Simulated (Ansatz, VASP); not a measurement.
# One calculation of Al, two programs

```
Al
1.0
     0.00000    1.90869    1.90869
     1.90869    0.00000    1.90869
     1.90869    1.90869    0.00000
Al
1
Direct
  0.00000 0.00000 0.00000
```

Change from the starting cell: volume scaled by 0.88, LAPW.

Alike in both runs: task single point; functional LDA; k mesh 18 × 18 × 18; occupations fermi-dirac, width 0.05 eV; no spin polarisation.

|  | VASP | Ansatz |
| --- | --- | --- |
| version | VASP 6.6.1 | Ansatz 0.2.0 |
| potentials or method | VASP PAW LDA potentials, release 64 (Al), cutoff 520 eV | all-electron LAPW, scalar-relativistic |

|  | VASP | Ansatz | Ansatz less VASP |
| --- | --- | --- | --- |
| pressure (GPa) | 14.4 | 14.2 | -0.26 |

LDA's correlation is that of Perdew and Zunger in VASP and of Perdew and Wang (1992) in Ansatz. Ansatz ran all-electron here, and VASP with PAW potentials.
